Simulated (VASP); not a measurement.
Wanted: the native input for a VASP 6.6.1 run.

- Task: single point
- Functional: PBE
- Potentials or basis: VASP PAW PBE potentials, release 64 (Hg)
- Cutoff: 520 eV
- k mesh: 8 × 8 × 8
- Occupations: gaussian, width 0.019 eV
- Spin: no spin polarisation
- Dipole correction: no
- Further INCAR settings: ALGO = Normal; EDIFF = 1e-07; NBANDS = 12

The structure of Hg lies in POSCAR:

```
Hg
1.0
    0.0000000000      2.4388235132      2.4388235132
    2.4388235132      0.0000000000      2.4388235132
    2.4388235132      2.4388235132      0.0000000000
Hg
1
Direct
    0.0000000000      0.0000000000      0.0000000000
```

One way to write it, as run:

INCAR

```
PREC = Accurate
ENCUT = 520
EDIFF = 1E-7
ISMEAR = 0
SIGMA = 0.019
LREAL = False
LASPH = True
NELM = 80
ALGO = Normal
ISIF = 2
LWAVE = False
LCHARG = False
GGA = PE
NBANDS = 12
```

KPOINTS

```
Automatic mesh
0
Gamma
  8 8 8
```

Potentials or basis: VASP PAW PBE potentials, release 64 (Hg).

Run with:

```console
$ cat potpaw_PBE.64/Hg/POTCAR > POTCAR
$ mpirun -np 1 vasp_std > vasp.out
```

It gave:

The pressure is 0.8 GPa. The band gap on the k mesh is zero (band 6 reaches 1.00 eV, above the bottom of band 7 at 0.53 eV).

Caveat: spin-orbit coupling is left out, which moves the levels of the heavy elements.

Wall time 19 s on 1 thread of Intel Xeon 8259CL, on a shared host, peak memory 0.16 GiB.
